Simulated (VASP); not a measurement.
Write the native input for VASP 6.6.1 that does the following.

| Item | Value |
| --- | --- |
| Task | single point |
| Functional | PBE |
| Potentials or basis | VASP PAW PBE potentials, release 64 (Be, Cd_sv_GW, S) |
| Cutoff | 600 eV |
| k mesh | 6 × 6 × 4 |
| Occupations | gaussian, width 0.1 eV |
| Spin | no spin polarisation |
| Dipole correction | no |
| Second run | valence_matched |
| Further INCAR settings | ALGO = Normal; EDIFF = 1e-06; NBANDS = 30 |

The structure of Be2CdS3 lies in POSCAR:

```
Be2CdS3
1.0
    5.0287213500      0.0000000000      0.0000000000
   -2.5143606700      4.3550004400      0.0000000000
    0.0000000000      0.0000000000      5.0152669300
Be Cd S
2 1 3
Direct
    0.6666666700      0.3333333300      0.0000000000
    0.6666666700      0.3333333300      0.5000000000
    0.0000000000      0.0000000000      0.0000000000
    0.1475954100      0.8524045900      0.5000000000
    0.1475954100      0.2951908100      0.5000000000
    0.7048091900      0.8524045900      0.5000000000
```

The input as run:

INCAR

```
SYSTEM = Be2CdS3
  ALGO = Normal
  EDIFF = 1E-6
  ENCUT = 600
  GGA = PE
  GGA_COMPAT = .False.
  ISIF = 2
  ISMEAR = 0
  LASPH = .True.
  LCHARG = .True.
  LELF = .True.
  LREAL = .False.
  LVHAR = .True.
  LWAVE = .False.
  NBANDS = 30
  NELM = 120
  PREC = Accurate
  SIGMA = 0.1
```

KPOINTS

```
k-points
0
Gamma
  6 6 4
  0 0 0
```

Potentials or basis: VASP PAW PBE potentials, release 64 (Be, Cd_sv_GW, S).

Command:

```sh
$ cat potpaw_PBE.64/Be/POTCAR potpaw_PBE.64/Cd_sv_GW/POTCAR potpaw_PBE.64/S/POTCAR > POTCAR
$ mpirun -np 1 vasp_std > vasp.out
```

It gave:

```yaml
Pressure: 5.4 GPa
Largest_force: 1.959 eV/Å
Band_gap_on_the_k_mesh: zero (band 21 reaches 6.59 eV, above the bottom of band 22 at 4.14 eV)
```

Caveat: forces of over 1 eV/Å act on the atoms, so gaps and moduli don't describe the material at rest.

Wall time 72 s on 1 thread of Intel(R) Xeon(R) Platinum 8488C (Sapphire Rapids), on a shared host, peak memory 0.3 GiB.
